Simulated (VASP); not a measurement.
A run of VASP 6.6.1 is set up as follows.

Contents of INCAR:

```
SYSTEM = MgCd3Se4
PREC = Accurate
ENCUT = 600
EDIFF = 1E-7
ISMEAR = 0
SIGMA = 0.02
LREAL = .False.
LASPH = .True.
NELM = 120
ALGO = Normal
ISIF = 3
LWAVE = .False.
LCHARG = .False.
GGA = PE
IBRION = 2
NSW = 100
EDIFFG = -0.01
GGA_COMPAT = .False.
NELMIN = 4
```

The input KPOINTS:

```
regular mesh
0
Gamma
  6 6 6
  0 0 0
```

Contents of POSCAR:

```
MgCd3Se4
1.0
   -3.0757984976      3.0757984976      6.1481466943
    3.0757984976     -3.0757984976      6.1481466943
    3.0757984976      3.0757984976     -6.1481466943
Mg Cd Se
1 3 4
Direct
    0.0000000000      0.0000000000      0.0000000000
    0.2500000000      0.7500000000      0.5000000000
    0.7500000000      0.2500000000      0.5000000000
    0.5000000000      0.5000000000      0.0000000000
    0.8782487160      0.3663727517      0.0000000000
    0.3663727517      0.8782487160      0.0000000000
    0.1217512840      0.1217512840      0.4881240357
    0.6336272483      0.6336272483      0.5118759643
```

Potentials or basis: VASP PAW PBE potentials, release 64 (Mg, Cd, Se).

The run is started by

```sh
$ cat potpaw_PBE.64/Mg/POTCAR potpaw_PBE.64/Cd/POTCAR potpaw_PBE.64/Se/POTCAR > POTCAR
$ mpirun -np 1 vasp_std > vasp.out
```

Predict the band gap on the k mesh.

0.98 eV.

Predict the relaxed volume.

29.09 Å³/atom.

Predict the relaxed cell.

a = 7.533 Å, b = 7.533 Å, c = 7.533 Å, α = 131.80°, β = 131.80°, γ = 70.55°.

Estimate the space group after relaxing (to 0.1 Å).

I-42m (No. 121).

Step by step:
```
step  energy change (eV)  largest force (eV/Å)  pressure (GPa)  volume (Å³)
   1              0.0000                0.0231            0.01       232.66
   2             -0.0001                0.0149            0.00       232.69
   3             -0.0001                0.0014           -0.02       232.75
```
